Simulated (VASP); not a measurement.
Runs of VASP 6.6.1 on V. The structure is that of space group Im-3m (No. 229), or close to it. The cells are those of the table. 

```tsv
task	spin	cell	k mesh	cutoff (eV)	gap on the mesh (eV)	pressure (GPa)	relaxed volume (Å³/atom)
relaxation of cell and atoms	off	relaxed from a = 2.667 Å, angles 109.5°, 1 atom	10 × 10 × 10	600	none	-0.1	13.04
single point	off	a = 2.568 Å, angles 109.5°, 1 atom	10 × 10 × 10	520	none	0.2	-
relaxation of cell and atoms	off	relaxed from a = 2.568 Å, angles 109.5°, 1 atom	20 × 20 × 20	600	none	0.0	(a)
single point	collinear, ferromagnetic start	a = 2.667 Å, angles 109.5°, 1 atom	8 × 8 × 8	520	none	-19.5	-
single point	off	a = 2.562 Å, angles 109.5°, 1 atom	20 × 20 × 20	520	none	0.2	-
```

Alike in all rows: level PBEsol; potentials or basis VASP PAW PBE potentials, release 64 (V_sv); smearing gaussian 0.1 eV.

Question: Estimate the missing entries.

Answer: (a) 12.96.

Caveats: some runs use coarse meshes; the PAW data sets were made with another functional, which shifts forces and pressure a little.

A gap of «none» marks levels without a gap at the run's occupations.
